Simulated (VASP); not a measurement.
# Zr in VASP: notebook

The runs below take Zr through single point, with PBEsol.

Everything below comes from runs of VASP 6.6.1. Logs are shortened: lines on timing, memory, paths and dates and some standing lists are left out, and cuts for length are marked.

### Step 1. The cell of the first run

The cell holds a slab with vacuum, 17 atoms: a = 6.460 Å, b = 6.460 Å, c = 19.718 Å, α = 90.00°, β = 90.00°, γ = 60.00°.

### Step 2. Single point, PBEsol

Input file INCAR:

```
ALGO     = Normal         # electronic algorithm
EDIFF    = 1E-6           # SCF threshold, eV
ENCUT    = 520            # plane-wave cutoff, eV
GGA      = PS             # functional
ISIF     = 2              # what is computed and relaxed
ISMEAR   = -1             # smearing method
LASPH    = True           # aspherical terms in the spheres
LCHARG   = False          # write CHGCAR
LREAL    = Auto         
LWAVE    = False          # write WAVECAR
NBANDS   = 116            # bands
NELM     = 60             # most SCF steps
PREC     = Accurate       # precision mode
SIGMA    = 0.1            # smearing width, eV
```

Input file KPOINTS:

```
k-points
0
Gamma
  3 3 1
```

Input file POSCAR:

```
Zr
1.0
    6.4600000000      0.0000000000      0.0000000000
    3.2300000000      5.5945240000      0.0000000000
    0.0000000000      0.0000000000     19.7180850000
Zr
17
Direct
   -0.1666629726      0.3333259452      0.0507148640
    0.3333370274      0.3333259452      0.0507148640
   -0.1666663688      0.8333327375      0.0507148640
    0.3333336312      0.8333327375      0.0507148640
   -0.0394622352     -0.0164625266      0.1809354205
    0.4720413424     -0.0267761833      0.1656347460
   -0.0355533705      0.4834906419      0.1700875110
    0.4729389325      0.4566608348      0.1726587546
   -0.1723165006      0.2861190693      0.3017940130
    0.3200771903      0.3320747216      0.2954546550
   -0.2103157447      0.8196407773      0.3027728098
    0.3050745403      0.8220181020      0.3166838970
   -0.0248435581     -0.0317989520      0.4374461313
    0.5090991644      0.0048976463      0.4365180493
   -0.0235986076      0.4718721378      0.4080467246
    0.4853673161      0.5182746557      0.4473710302
    0.8590570695      0.6159415886      0.5313903455
```

Potentials or basis: VASP PAW PBE potentials, release 64 (Zr_sv).

Run with:

```
$ cat potpaw_PBE.64/Zr_sv/POTCAR > POTCAR
$ mpirun -np 1 vasp_std > vasp.out
```

OUTCAR:

```text
EDIFF = 1E-6
   ENCUT = 520
   GGA = PS
   ISIF = 2
   ISMEAR = -1
   LASPH = True
   LREAL = Auto
   NELM = 60
   PREC = Accurate

 ion  position               nearest neighbor table
   1  0.833  0.333  0.051-   7 2.83   8 3.16   4 3.23   3 3.23   2 3.23   2 3.23   3 3.23   4 3.23
                             5 3.24
   2  0.333  0.333  0.051-   8 2.82   6 3.04   7 3.14   3 3.23   4 3.23   1 3.23   1 3.23   4 3.23
                             3 3.23
   3  0.833  0.833  0.051-   5 3.00   6 3.05   7 3.07   2 3.23   1 3.23   4 3.23   4 3.23   1 3.23
                             2 3.23
   4  0.333  0.833  0.051-   6 2.75   8 3.21   1 3.23   2 3.23   3 3.23   3 3.23   2 3.23   1 3.23
                             5 3.32
   5  0.961  0.984  0.181-   9 2.93   3 3.00  11 3.05   8 3.11   6 3.20   7 3.22   1 3.24   7 3.25
                             6 3.29  12 3.30   4 3.32   8 3.36
   6  0.472  0.973  0.166-   4 2.75   2 3.04   3 3.05   8 3.13   7 3.17   5 3.20  11 3.24  10 3.26
                             5 3.29   7 3.29   8 3.34  12 3.47
   7  0.964  0.483  0.170-   1 2.83   3 3.07   2 3.14   6 3.17  10 3.18   8 3.20   9 3.21  11 3.22
                             5 3.22   5 3.25   8 3.27   6 3.29
   8  0.473  0.457  0.173-   2 2.82  10 2.88   5 3.11   6 3.13   1 3.16   7 3.20   4 3.21   9 3.23
                             7 3.27   6 3.34   5 3.36  12 3.50
   9  0.828  0.286  0.302-  15 2.81   5 2.93  12 3.06  11 3.14  10 3.14   7 3.21  13 3.21   8 3.23
                            11 3.33  10 3.34  12 3.43  16 3.47
  10  0.320  0.332  0.295-   8 2.88  15 2.94   9 3.14  12 3.15   7 3.18  11 3.18   6 3.26  11 3.30
                            14 3.33   9 3.34  12 3.37  16 3.58
  11  0.790  0.820  0.303-  15 2.85   5 3.05  14 3.08  12 3.13   9 3.14  10 3.18   7 3.22   6 3.24
                            13 3.25  10 3.30   9 3.33  12 3.35
  12  0.305  0.822  0.317-  13 3.02   9 3.06  16 3.09  11 3.13  10 3.15  14 3.21   5 3.30  11 3.35
                            10 3.37   9 3.43   6 3.47   8 3.50
  13  0.975  0.968  0.437-  14 2.90  12 3.02  16 3.13   9 3.21  11 3.25  15 3.25  17 3.30  15 3.31
                            16 3.38  14 3.57
  14  0.509  0.005  0.437-  13 2.90  17 3.04  11 3.08  12 3.21  16 3.23  16 3.25  15 3.30  15 3.30
                            10 3.33  13 3.57
  15  0.976  0.472  0.408-  17 2.58   9 2.81  11 2.85  10 2.94  16 3.13  13 3.25  14 3.30  14 3.30
                            13 3.31  16 3.53
  16  0.485  0.518  0.447-  12 3.09  13 3.13  15 3.13  14 3.23  17 3.24  14 3.25  13 3.38   9 3.47
                            15 3.53  10 3.58
  17  0.859  0.616  0.531-  15 2.58  14 3.04  16 3.24  13 3.30

  LATTYP: Found a hexagonal cell.
 ALAT       =     6.4599999061
 C/A-ratio  =     3.0523351837

  Lattice vectors:

 A1 = (  -3.2300000000,  -5.5945240000,   0.0000000000)
 A2 = (   6.4600000000,   0.0000000000,   0.0000000000)
 A3 = (   0.0000000000,   0.0000000000,  19.7180850000)

Analysis of symmetry for initial positions (statically):
=====================================================================
 Subroutine PRICEL returns:
 Original cell was already a primitive cell.

 Routine SETGRP: Setting up the symmetry group for a
 hexagonal supercell.

 Subroutine GETGRP returns: Found  1 space group operations
 (whereof  1 operations were pure point group operations)
 out of a pool of 24 trial point group operations.

The static configuration has the point symmetry C_1 .

Analysis of symmetry for dynamics (positions and initial velocities):
=====================================================================
 Subroutine PRICEL returns:
 Original cell was already a primitive cell.

 Routine SETGRP: Setting up the symmetry group for a
 hexagonal supercell.

 Subroutine GETGRP returns: Found  1 space group operations
 (whereof  1 operations were pure point group operations)
 out of a pool of 24 trial point group operations.

The dynamic configuration has the point symmetry C_1 .

 Subroutine INISYM returns: Found  1 space group operations
 (whereof  1 operations are pure point group operations),
 and found     1 'primitive' translations

----------------------------------------------------------------------------------------

                                     Primitive cell

  volume of cell :     712.6239

  direct lattice vectors                    reciprocal lattice vectors
     6.460000000  0.000000000  0.000000000     0.154798762 -0.089373108  0.000000000
     3.230000000  5.594524000  0.000000000     0.000000000  0.178746217  0.000000000
     0.000000000  0.000000000 19.718085000     0.000000000  0.000000000  0.050714864

  length of vectors
     6.460000000  6.459999906 19.718085000     0.178746214  0.178746217  0.050714864

  position of ions in fractional coordinates (direct lattice)
     0.833337027  0.333325945  0.050714864
     0.333337027  0.333325945  0.050714864
     0.833333631  0.833332738  0.050714864
     0.333333631  0.833332738  0.050714864
     0.960537765  0.983537473  0.180935420
     0.472041342  0.973223817  0.165634746
[... 9 lines left out ...]
     0.485367316  0.518274656  0.447371030
     0.859057069  0.615941589  0.531390346

  ion indices of the primitive-cell ions
   primitive index   ion index
                 1           1
                 2           2
                 3           3
                 4           4
                 5           5
                 6           6
[... 9 lines left out ...]
                16          16
                17          17

----------------------------------------------------------------------------------------

 KPOINTS: k-points

Automatic generation of k-mesh.
 Grid dimensions read from file:
 generate k-points for:    3    3    1

 Generating k-lattice:

  Cartesian coordinates                     Fractional coordinates (reciprocal lattice)
     0.051599587 -0.029791036  0.000000000     0.333333333  0.000000000  0.000000000
     0.000000000  0.059582072  0.000000000     0.000000000  0.333333333  0.000000000
     0.000000000  0.000000000  0.050714864     0.000000000  0.000000000  1.000000000

  Length of vectors
     0.059582071  0.059582072  0.050714864

  Shift w.r.t. Gamma in fractional coordinates (k-lattice)
     0.000000000  0.000000000  0.000000000

 Subroutine IBZKPT returns following result:
 ===========================================

 Found      5 irreducible k-points:

 Following reciprocal coordinates:
            Coordinates               Weight
  0.000000  0.000000  0.000000      1.000000
  0.333333 -0.000000  0.000000      2.000000
  0.333333  0.333333  0.000000      2.000000
  0.000000  0.333333  0.000000      2.000000
 -0.333333  0.333333  0.000000      2.000000
   k-points           NKPTS =      5   k-points in BZ     NKDIM =      5   number of bands    NBANDS=    116
   number of dos      NEDOS =    301   number of ions     NIONS =     17
   total plane-waves  NPLWV = 345600
   dimension x,y,z NGX =    48 NGY =   48 NGZ =  150
   dimension x,y,z NGXF=    96 NGYF=   96 NGZF=  300
   ions per type =              17
   NGX,Y,Z   is equivalent  to a cutoff of  12.35, 12.35, 12.65 a.u.
   NGXF,Y,Z  is equivalent  to a cutoff of  24.71, 24.71, 25.29 a.u.
 SYSTEM =  unknown system
   PREC   = accura    normal or accurate (medium, high low for compatibility)
   ISTART =      0    job   : 0-new  1-cont  2-samecut
   ICHARG =      2    charge: 1-file 2-atom 10-const
   ISPIN  =      1    spin polarized calculation?
   LNONCOLLINEAR =      F non collinear calculations
   LSORBIT =      F    spin-orbit coupling
   LASPH  =      T    aspherical Exc in radial PAW
   ENCUT  =  520.0 eV  38.22 Ry    6.18 a.u.  12.01 12.01 36.66*2*pi/ulx,y,z
   NELM   =     60;   NELMIN=  2; NELMDL= -5     # of ELM steps
   EDIFF  = 0.1E-05   stopping-criterion for ELM
   LREAL  =      T    real-space projection
   EDIFFG = 0.1E-04   stopping-criterion for IOM
   NSW    =      0    number of steps for IOM
   IBRION =     -1    ionic relax: 0-MD 1-quasi-New 2-CG
   NFREE  =      0    steps in history (QN), initial steepest desc. (CG)
   ISIF   =      2    stress and relaxation
   ISYM   =      2    0-nonsym 1-usesym 2-fastsym
   POTIM  = 0.5000    time-step for ionic-motion
   TEBEG  =    0.0;   TEEND  =   0.0 temperature during run
   PSTRESS=    0.0 pullay stress
   NELECT =     204.0000    total number of electrons
   NUPDOWN=      -1.0000    fix difference up-down
   EMIN   =  10.00;   EMAX   =-10.00  energy-range for DOS
   EFERMI =   0.00;   METHOD = LEGACY
   ISMEAR =    -1;   SIGMA  =   0.10  broadening in eV -4-tet -1-fermi 0-gaus
   EFERMI_NEDOS =   21; number of points for ismear=-14 and -15
   IALGO  =     38    algorithm
   IMIX   =      4    mixing-type and parameters
     AMIX     =   0.40;   BMIX     =  1.00
     AMIX_MAG =   1.60;   BMIX_MAG =  1.00
  volume/ion in A,a.u.               =      41.92       282.88
  Fermi-wavevector in a.u.,A,eV,Ry     =   1.078942  2.038905 15.838757  1.164116
  Thomas-Fermi vector in A             =   2.214894
   LORBIT       =      0    0 simple, 1 ext, 2 COOP (PROOUT), +10 PAW based schemes
   GGA     = PS    functional components
   LHFCALC =     F    Hartree Fock is set to
   AEXX    =    0.0000 exact exchange contribution
   IVDW    =     0    specifies the selected vdW correction
   LEPSILON=     F    determine dielectric tensor
   LRPA    =     F    only Hartree local field effects (RPA)
 non-spin polarized calculation
  energy-cutoff  :      520.00
  volume of cell :      712.62
 maximum number of plane-waves:     19205
   NGX = 25   NGY = 25   NGZ = 73

 number of electron     204.0000000 magnetization

 Free energy of the ion-electron system (eV)
  ---------------------------------------------------
  ext. energy  EPLUGINS =         0.00000000
  ---------------------------------------------------
  free energy    TOTEN  =      -144.69357525 eV

  energy without entropy =     -143.83786176  energy(sigma->0) =     -144.26571851

 E-fermi :   3.2780     XC(G=0):  -7.1954

 val. band max:        3.2586449062   @ k =   0.0000   0.3333   0.0000
 cond. band min:       3.2896304336   @ k =   0.3333  -0.0000   0.0000
 fundamental gap:      0.0309855274
 Fermi energy:         3.2780030390

 k-point     1 :       0.0000    0.0000    0.0000
  band No.  band energies     occupation
      1     -45.9316      2.00000
      2     -45.6468      2.00000
      3     -45.5525      2.00000
      4     -45.4681      2.00000
      5     -45.4658      2.00000
      6     -45.4149      2.00000
[... 106 lines left out ...]
    113       4.2685      0.00010
    114       4.3353      0.00005

 k-point     2 :       0.3333   -0.0000    0.0000
  band No.  band energies     occupation
      1     -45.9314      2.00000
      2     -45.6453      2.00000
      3     -45.5313      2.00000
      4     -45.4838      2.00000
      5     -45.4679      2.00000
      6     -45.4190      2.00000
[... 106 lines left out ...]
    113       4.0539      0.00085
    114       4.1073      0.00050

 k-point     3 :       0.3333    0.3333    0.0000
  band No.  band energies     occupation
      1     -45.9314      2.00000
      2     -45.6456      2.00000
      3     -45.5297      2.00000
      4     -45.4852      2.00000
      5     -45.4662      2.00000
      6     -45.4210      2.00000
[... 106 lines left out ...]
    113       4.0279      0.00111
    114       4.1117      0.00048

 k-point     4 :       0.0000    0.3333    0.0000
  band No.  band energies     occupation
      1     -45.9314      2.00000
      2     -45.6445      2.00000
      3     -45.5311      2.00000
      4     -45.4849      2.00000
      5     -45.4662      2.00000
      6     -45.4196      2.00000
[... 106 lines left out ...]
    113       4.0260      0.00113
    114       4.0958      0.00056

 k-point     5 :      -0.3333    0.3333    0.0000
  band No.  band energies     occupation
      1     -45.9313      2.00000
      2     -45.6443      2.00000
      3     -45.5069      2.00000
      4     -45.4987      2.00000
      5     -45.4765      2.00000
      6     -45.4203      2.00000
[... 106 lines left out ...]
    113       3.7772      0.01350
    114       3.8358      0.00753
 [bands above 114 left out]

------------------------ aborting loop because EDIFF is reached ----------------------------------------

  FORCE on cell =-STRESS in cart. coord.  units (eV):
  Direction    XX          YY          ZZ          XY          YZ          ZX
  --------------------------------------------------------------------------------------
  -------------------------------------------------------------------------------------
  Total      -14.3342237    -15.4868245     -0.2980366      1.0535991      0.8490993      2.3176844
  in kB      -32.2273330    -34.8187010     -0.6700693      2.3687846      1.9090122      5.2108009
  external PRESSURE =     -22.5720344 kB  Pullay stress =       0.0000000 kB

 VOLUME and BASIS-vectors are now :
 -----------------------------------------------------------------------------
  energy-cutoff  :      520.00
  volume of cell :      712.62
      direct lattice vectors                 reciprocal lattice vectors
     6.460000000  0.000000000  0.000000000     0.154798762 -0.089373108  0.000000000
     3.230000000  5.594524000  0.000000000     0.000000000  0.178746217  0.000000000
     0.000000000  0.000000000 19.718085000     0.000000000  0.000000000  0.050714864

 POSITION                                       TOTAL-FORCE (eV/Angst)
 -----------------------------------------------------------------------------------
      6.46000      1.86480      1.00000        -0.176385     -0.163926      0.177088
      3.23000      1.86480      1.00000        -0.323219     -0.036198     -0.493796
      8.07500      4.66210      1.00000         0.123411      0.003714     -0.019508
      4.84500      4.66210      1.00000        -0.513544     -0.307901      0.120561
      9.38190      5.50242      3.56770         0.278969     -0.610796     -0.813557
      6.19290      5.44472      3.26600        -0.068377      0.232522      0.889740
[... 9 lines left out ...]
      4.80950      2.89950      8.82130         0.086941     -0.217771     -0.483343
      7.53900      3.44590     10.47800         0.174293     -0.043220     -0.207979
 -----------------------------------------------------------------------------------
    total drift:                               -0.000963     -0.000520     -0.003807

  FREE ENERGIE OF THE ION-ELECTRON SYSTEM (eV)
  ---------------------------------------------------
  free  energy   TOTEN  =      -144.6935752540 eV

  energy  without entropy=     -143.8378617621  energy(sigma->0) =     -144.26571851
```

It took 13 min on 1 thread of Intel Xeon 6975P-C (Granite Rapids), shared host; peak memory 0.79 GiB.

Results:

- Free energy: -144.6936 eV
- Largest force: 1.055 eV/Å
- Band gap on the k mesh: zero (band 102 reaches 3.74 eV, above the bottom of band 103 at 3.01 eV)

Forces on the atoms (eV/Å):
```
Zr  -0.176 -0.164  0.177
Zr  -0.323 -0.036 -0.494
Zr   0.123  0.004 -0.020
Zr  -0.514 -0.308  0.121
Zr   0.279 -0.611 -0.814
Zr  -0.068  0.233  0.890
Zr   0.280 -0.088 -0.280
Zr   0.479  0.854  0.017
Zr  -0.587  0.456  0.549
Zr  -0.277 -0.580  0.670
Zr   0.405  0.410 -0.615
Zr   0.330 -0.002 -0.013
Zr   0.005  0.210  0.261
Zr  -0.707 -0.205 -0.216
Zr   0.490  0.089  0.457
Zr   0.087 -0.218 -0.483
Zr   0.174 -0.043 -0.208
```

Caveat: the k points lie up to 0.37 Å⁻¹ apart; the PAW data sets were made with another functional, which shifts forces and pressure a little.

### Step 3. Single point, PBEsol

Input file INCAR:

```
PREC     = Accurate       # precision mode
ENCUT    = 520            # plane-wave cutoff, eV
EDIFF    = 1E-6           # SCF threshold, eV
ISMEAR   = -1             # smearing method
SIGMA    = 0.1            # smearing width, eV
LREAL    = Auto         
LASPH    = True           # aspherical terms in the spheres
NELM     = 100            # most SCF steps
ALGO     = Normal         # electronic algorithm
ISIF     = 2              # what is computed and relaxed
LWAVE    = False          # write WAVECAR
LCHARG   = True           # write CHGCAR
GGA      = PS             # functional
LELF     = True           # ELF
LVHAR    = True         
NBANDS   = 116            # bands
```

Input file KPOINTS:

```
regular mesh
0
Gamma
  3 3 1
```

Input file POSCAR:

```
Zr
1.0
    6.4600000000      0.0000000000      0.0000000000
    3.2300000000      5.5945240000      0.0000000000
    0.0000000000      0.0000000000     19.7180850000
Zr
17
Direct
   -0.1666629726      0.3333259452      0.0507148640
    0.3333370274      0.3333259452      0.0507148640
   -0.1666663688      0.8333327375      0.0507148640
    0.3333336312      0.8333327375      0.0507148640
   -0.0053579462     -0.0302438599      0.1724406807
    0.4952275717     -0.0180712425      0.1739519837
   -0.0179132708      0.4331020834      0.1725522534
    0.5108224844      0.4691909446      0.1756255742
   -0.2051139675      0.2710328886      0.2965399530
    0.3268736553      0.2719802435      0.3001153510
   -0.1806173373      0.7706464393      0.3046391168
    0.3192157484      0.8001753143      0.3138438647
   -0.0870141157      0.0111180147      0.4335664442
    0.4921462876     -0.0304226061      0.4436536307
   -0.0441267899      0.4640430535      0.4220186697
    0.4697499610      0.4730697375      0.4297526864
    0.7300753380      0.5398493241      0.5391700056
```

Potentials or basis: VASP PAW PBE potentials, release 64 (Zr_sv).

Run with:

```
$ cat potpaw_PBE.64/Zr_sv/POTCAR > POTCAR
$ mpirun -np 1 vasp_std > vasp.out
```

Run time: 38 min. Hardware: 1 thread of AMD EPYC 7R43 (Zen 3), shared host; peak memory 0.74 GiB.

It converged, with:

| Item | Value |
| --- | --- |
| Free energy | -144.4444 eV |
| Largest force | 1.699 eV/Å |
| Band gap on the k mesh | zero (band 102 reaches 3.73 eV, above the bottom of band 103 at 2.98 eV) |

Forces on the atoms (eV/Å):
```
Zr  -0.372 -0.250 -0.524
Zr  -0.066  0.142  0.234
Zr  -0.106 -0.314  0.225
Zr  -0.110 -0.121  0.229
Zr  -0.074 -0.821 -0.057
Zr   0.114 -0.269 -0.206
Zr   1.368  1.007  0.027
Zr  -0.974  0.526 -0.649
Zr   0.595 -0.099  0.712
Zr  -0.155  0.324  0.809
Zr   0.142  0.105  0.034
Zr  -0.504  0.168  0.019
Zr   0.956 -0.638  0.408
Zr  -0.869 -0.137 -0.469
Zr   0.106  0.127 -0.678
Zr  -0.163  0.564 -0.057
Zr   0.113 -0.315 -0.057
```

Levels at points of the mesh, in eV from the Fermi level:
```tsv
k point	band 99	band 100	band 101	band 102	band 103	band 104
(0.00, 0.00, 0.00)	0.15	0.16	0.36	0.44	0.55	0.55
```

Caveat: the k points lie up to 0.37 Å⁻¹ apart; the PAW data sets were made with another functional, which shifts forces and pressure a little.
